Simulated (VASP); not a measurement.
Write the native input for VASP 6.6.1 that does the following.

```yaml
Task: single point
Functional: PBE
Potentials_or_basis: VASP PAW PBE potentials, release 64 (Nb_sv, H)
Cutoff: 520 eV
k_mesh: 3 × 3 × 3
Occupations: fermi-dirac, width 0.05 eV
Spin: no spin polarisation
Dipole_correction: no
Further_INCAR_settings: LREAL = Auto; ALGO = Normal; EDIFF = 1e-06; NBANDS = 118
```

The structure of Nb16H (a cell with a defect) lies in POSCAR:

```
Nb16H
1.0
    6.6000000000      0.0000000000      0.0000000000
    0.0000000000      6.6000000000      0.0000000000
    0.0000000000      0.0000000000      6.6000000000
Nb H
16 1
Direct
   -0.0065383333      0.0000759091     -0.0051077273
    0.5065893939      0.0000759091     -0.0051086364
    0.0001356061      0.5000771212      0.0021254545
   -0.0009340909      0.0000774242      0.5004340909
    0.2500237879      0.2566359091      0.2559913636
    0.4999124242      0.5000771212      0.0021254545
    0.5009828788      0.0000774242      0.5004337879
    0.7500240909      0.2499803030      0.2487648485
    0.0002213636      0.5000780303      0.5027803030
    0.2500239394      0.7435287879      0.2559863636
    0.2500250000      0.2510133333      0.7504715152
    0.4998260606      0.5000780303      0.5027795455
    0.7500240909      0.7501734848      0.2487636364
    0.7500240909      0.2499200000      0.7480850000
    0.2500250000      0.7491395455      0.7504689394
    0.7500240909      0.7502286364      0.7480824242
    0.2500257576      0.0000971212      0.1255216667
```

These files were run (other wordings do the same):

INCAR

```
SYSTEM = Nb16H
PREC     = Accurate       ! precision mode
ENCUT    = 520            ! plane-wave cutoff, eV
EDIFF    = 1E-6           ! SCF threshold, eV
ISMEAR   = -1             ! smearing method
SIGMA    = 0.05           ! smearing width, eV
LREAL    = Auto         
LASPH    = .True.         ! aspherical terms in the spheres
NELM     = 100            ! most SCF steps
ALGO     = Normal         ! electronic algorithm
ISIF     = 2              ! what is computed and relaxed
LWAVE    = .False.        ! write WAVECAR
LCHARG   = .True.         ! write CHGCAR
GGA      = PE             ! functional
LELF     = .True.         ! ELF
LVHAR    = .True.       
NBANDS   = 118            ! bands
```

KPOINTS

```
Automatic mesh
0
Gamma
  3 3 3
  0 0 0
```

Potentials or basis: VASP PAW PBE potentials, release 64 (Nb_sv, H).

The run is started by

```bash
$ cat potpaw_PBE.64/Nb_sv/POTCAR potpaw_PBE.64/H/POTCAR > POTCAR
$ mpirun -np 1 vasp_std > vasp.out
```

Results of the run:

```
Pressure               : 2.2 GPa
Largest force          : 0.007 eV/Å
Band gap on the k mesh : zero (an odd number of electrons rules out a gap without spin polarisation)
```

Wall time 17 min on 1 thread of Intel Xeon 8259CL (shared host), peak memory 0.47 GiB.
